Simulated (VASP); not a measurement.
# Co (Fm-3m) in VASP: notebook, part 2 of 2

VASP 6.6.1. Earlier steps stand in the parts before.

## 5. Single point, PBE, collinear spin, ferromagnetic start

File INCAR:

```
SYSTEM = Co
ALGO = Normal
EDIFF = 1E-6
ENCUT = 520
GGA = PE
ISIF = 2
ISMEAR = 0
ISPIN = 2
LASPH = .TRUE.
LCHARG = .FALSE.
LMAXMIX = 4
LORBIT = 11
LREAL = .FALSE.
LWAVE = .FALSE.
MAGMOM = 2.14
NBANDS = 14
NELM = 150
NUPDOWN = 2.14
PREC = Accurate
SIGMA = 0.1
```

File KPOINTS:

```
k-points
0
G
  14 14 14
  0 0 0
```

File POSCAR:

```
Co
1.0
    0.0000000000      1.7895000000      1.7895000000
    1.7895000000      0.0000000000      1.7895000000
    1.7895000000      1.7895000000      0.0000000000
Co
1
Direct
    0.0000000000      0.0000000000      0.0000000000
```

Potentials or basis: VASP PAW PBE potentials, release 64 (Co).

The run is started by

```
$ cat potpaw_PBE.64/Co/POTCAR > POTCAR
$ mpirun -np 1 vasp_std > vasp.out
```

OUTCAR:

```text
SYSTEM = Co
   EDIFF = 1E-6
   ENCUT = 520
   GGA = PE
   ISIF = 2
   ISMEAR = 0
   ISPIN = 2
   LASPH = .TRUE.
   LORBIT = 11
   LREAL = .FALSE.
   NELM = 150
   NUPDOWN = 2.14
   PREC = Accurate

 ion  position               nearest neighbor table
   1  0.000  0.000  0.000-

  LATTYP: Found a face centered cubic cell.
 ALAT       =     3.5790000000

  Lattice vectors:

 A1 = (   0.0000000000,   1.7895000000,   1.7895000000)
 A2 = (   1.7895000000,   0.0000000000,   1.7895000000)
 A3 = (   1.7895000000,   1.7895000000,   0.0000000000)

Analysis of symmetry for initial positions (statically):
=====================================================================
 Subroutine PRICEL returns:
 Original cell was already a primitive cell.

 Routine SETGRP: Setting up the symmetry group for a
 face centered cubic supercell.

 Subroutine GETGRP returns: Found 48 space group operations
 (whereof 48 operations were pure point group operations)
 out of a pool of 48 trial point group operations.
[... 597 lines left out ...]
  band No.  band energies     occupation
      1       1.0344      1.00000
      2       8.5516      1.00000
      3       8.5516      1.00000
      4       8.5516      1.00000
      5      10.0103      0.00000
      6      10.0103      0.00000
      7      31.9503      0.00000
      8      36.4282      0.00000
      9      36.4282      0.00000
     10      36.4282      0.00000
     11      39.4527      0.00000
     12      39.4527      0.00000
     13      39.4527      0.00000
     14      41.5523      0.00000
[... 379 lines left out ...]
      3       8.8487      1.00000
      4       9.1228      0.99998
      5       9.8143      0.00000
      6      10.3611      0.00000
      7      25.1664      0.00000
      8      30.4424      0.00000
      9      30.5976      0.00000
     10      33.5873      0.00000
     11      38.8407      0.00000
     12      41.8673      0.00000
     13      43.7610      0.00000
     14      45.9129      0.00000

 [... further k-points ...]
[... 5 lines left out ...]
  --------------------------------------------------------------------------------------
  -------------------------------------------------------------------------------------
  Total       -0.0657256     -0.0657256     -0.0657256     -0.0000000      0.0000000     -0.0000000
  in kB       -9.1879753     -9.1879753     -9.1879753     -0.0000000      0.0000000     -0.0000000
  external PRESSURE =      -9.1879753 kB  Pullay stress =       0.0000000 kB

 VOLUME and BASIS-vectors are now :
 -----------------------------------------------------------------------------
  energy-cutoff  :      520.00
  volume of cell :       11.46
      direct lattice vectors                 reciprocal lattice vectors
     0.000000000  1.789500000  1.789500000    -0.279407656  0.279407656  0.279407656
     1.789500000  0.000000000  1.789500000     0.279407656 -0.279407656  0.279407656
     1.789500000  1.789500000  0.000000000     0.279407656  0.279407656 -0.279407656

 POSITION                                       TOTAL-FORCE (eV/Angst)
 -----------------------------------------------------------------------------------
      0.00000      0.00000      0.00000         0.000000     -0.000000     -0.000000
 -----------------------------------------------------------------------------------
    total drift:                                0.000000      0.000000      0.000000

  FREE ENERGIE OF THE ION-ELECTRON SYSTEM (eV)
  ---------------------------------------------------
  free  energy   TOTEN  =        -6.8345834643 eV

  energy  without entropy=       -6.8307204788  energy(sigma->0) =       -6.83265197

 total charge

# of ion       s       p       d       tot
------------------------------------------
    1        0.486   0.518   7.147   8.151

 magnetization (x)

# of ion       s       p       d       tot
------------------------------------------
    1        0.012   0.011   2.102   2.124
```

OSZICAR:

```text
N       E                     dE             d eps       ncg     rms          rms(c)
DAV:   1     0.293771104918E+02    0.29377E+02   -0.37770E+03  6006   0.756E+02
DAV:   2    -0.673173815405E+01   -0.36109E+02   -0.33570E+02  6436   0.149E+02
DAV:   3    -0.790994973893E+01   -0.11782E+01   -0.11692E+01  7192   0.282E+01
DAV:   4    -0.791889520576E+01   -0.89455E-02   -0.89434E-02  7186   0.226E+00
DAV:   5    -0.791905291814E+01   -0.15771E-03   -0.15771E-03  7708   0.277E-01    0.109E+01
DAV:   6    -0.701054138557E+01    0.90851E+00   -0.12381E+01  8058   0.411E+01    0.559E+00
DAV:   7    -0.685257341129E+01    0.15797E+00   -0.10779E+00  7082   0.114E+01    0.319E+00
DAV:   8    -0.684290793527E+01    0.96655E-02   -0.81808E-03  7534   0.637E-01    0.142E+00
DAV:   9    -0.683482137009E+01    0.80866E-02   -0.55459E-03  8804   0.558E-01    0.219E-01
DAV:  10    -0.683457192398E+01    0.24945E-03   -0.15888E-03  8236   0.249E-01    0.799E-02
DAV:  11    -0.683458073112E+01   -0.88071E-05   -0.39267E-05  7098   0.588E-02    0.484E-02
DAV:  12    -0.683458265662E+01   -0.19255E-05   -0.25654E-06  6962   0.115E-02    0.253E-02
DAV:  13    -0.683458346434E+01   -0.80771E-06   -0.27323E-06  5664   0.138E-02
   1 F= -.68345835E+01 E0= -.68326520E+01  d E =-.386299E-02  mag=     2.1400
```

stdout:

```text
POSCAR found type information on POSCAR Co
 POSCAR found :  1 types and       1 ions
 scaLAPACK will be used
 LDA part: xc-table for (Slater+PW92), standard interpolation
 POSCAR, INCAR and KPOINTS ok, starting setup
 FFT: planning ... GRIDC
 FFT: planning ... GRID_SOFT
 FFT: planning ... GRID
 WAVECAR not read
 entering main loop
```

It took 22 s on 1 thread of Intel Xeon 6975P-C (Granite Rapids), shared host; peak memory 0.15 GiB.

What came out:

| Item | Value |
| --- | --- |
| Free energy | -6.8346 eV |
| Pressure | -0.9 GPa |
| Net moment | 2.14 μB per cell |
| Site moments | Co +2.12 μB |
| Valence electrons inside the program's atomic spheres | Co 8.15 |

Caveat: the total moment is fixed, so each spin has its own Fermi level.

## 6. Overview

```csv
fixed moment (μB),pressure (GPa),moment (μB)
3.43,50.3,3.43
0.43,-20.4,0.43
1.29,-14.3,1.29
2.14,-0.9,2.14
```

Alike in all rows: task single point; level PBE; potentials or basis VASP PAW PBE potentials, release 64 (Co); spin collinear, ferromagnetic start; cell as given; k mesh 14 × 14 × 14; cutoff (eV) 520; smearing gaussian 0.1 eV.

Caveats: the total moment is fixed, so each spin has its own Fermi level.

Absolute energies hang on the potentials; compare differences alone.
